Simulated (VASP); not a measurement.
Input of a VASP 6.6.1 run:

The input INCAR:

```
SYSTEM = Ag
  PREC = Accurate
  ENCUT = 520
  EDIFF = 1E-6
  ISMEAR = -1
  SIGMA = 0.05
  LREAL = .FALSE.
  LASPH = .TRUE.
  NELM = 60
  ALGO = Normal
  ISIF = 2
  LWAVE = .FALSE.
  LCHARG = .TRUE.
  GGA = PE
  LELF = .TRUE.
  LVHAR = .TRUE.
  NBANDS = 12
```

File KPOINTS:

```
regular mesh
0
G
  14 14 14
  0 0 0
```

The input POSCAR:

```
Ag
1.0
    2.7771890874      0.0000000000      0.0000000000
    0.0000000000      2.7771890874      0.0000000000
    0.0000000000      0.0000000000      2.7771890874
Ag
1
Direct
    0.0000000000      0.0000000000      0.0000000000
```

Potentials or basis: VASP PAW PBE potentials, release 64 (Ag).

The run is started by

```sh
$ cat potpaw_PBE.64/Ag/POTCAR > POTCAR
$ mpirun -np 1 vasp_std > vasp.out
```

(1) Predict the pressure.

## Answers

(1) -1.9 GPa.
